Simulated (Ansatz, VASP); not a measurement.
## CuAu: VASP beside Ansatz

INCAR

```
SYSTEM = CuAu
ALGO = Normal
EDIFF = 1E-6
ENCUT = 700
GGA_COMPAT = .FALSE.
ISIF = 2
ISMEAR = -1
LASPH = .TRUE.
LCHARG = .FALSE.
LREAL = .FALSE.
LWAVE = .FALSE.
NBANDS = 26
NELM = 120
PREC = Accurate
SIGMA = 0.05
```

File KPOINTS:

```
k-points
0
G
  11 11 11
  0 0 0
```

Contents of POSCAR:

```
CuAu
1.0
    1.4235536889      0.8218891055      4.1986478884
   -1.4235536889      0.8218891055      4.1986478884
    0.0000000000     -1.6437782110      4.1986478884
Au Cu
1 1
Direct
    0.0000000000      0.0000000000      0.0000000000
    0.5000000000      0.5000000000      0.5000000000
```

Contents of input.yaml:

```yaml
crystal:
  lattice:
    - [1.4235536889, 0.8218891055, 4.1986478884]
    - [-1.4235536889, 0.8218891055, 4.1986478884]
    - [0.0, -1.643778211, 4.1986478884]
  atoms:
    - { symbol: Au, position: [0.0, 0.0, 0.0] }
    - { symbol: Cu, position: [0.5, 0.5, 0.5] }
hamiltonian:
  xc: lda
  pseudopotentials: { kind: paw }
kpoints:
  mp_grid: { grid: [11, 11, 11] }
scf:
  occupations: { method: fermi_dirac, width: 0.05 }
output:
  forces: true
  stress: true
  eigenvalues: true
```

Alike in both runs: task single point; functional LDA; k mesh 11 × 11 × 11; occupations fermi-dirac, width 0.05 eV; no spin polarisation.

|  | VASP | Ansatz |
| --- | --- | --- |
| version | VASP 6.6.1 | Ansatz 0.2.0 |
| potentials or method | VASP PAW LDA potentials, release 64 (Au_sv_GW, Cu_sv_GW) | Ansatz PAW |
| plane-wave cutoff (eV) | 700 | 420 |
| valence electrons in the cell | 38 | 38 |

```tsv
	VASP	Ansatz	Ansatz less VASP
gap on the k mesh at the Fermi level (eV)	none	none	-
pressure (GPa)	-9.1	-7.6	+1.53
traceless stress, the component that is largest in VASP (GPa)	0.87	0.82	-0.055
```

LDA's correlation is that of Perdew and Zunger in VASP and of Perdew and Wang (1992) in Ansatz. A gap of «none» marks a metal or a gap that the smearing closes.

Spin-orbit coupling is off throughout.
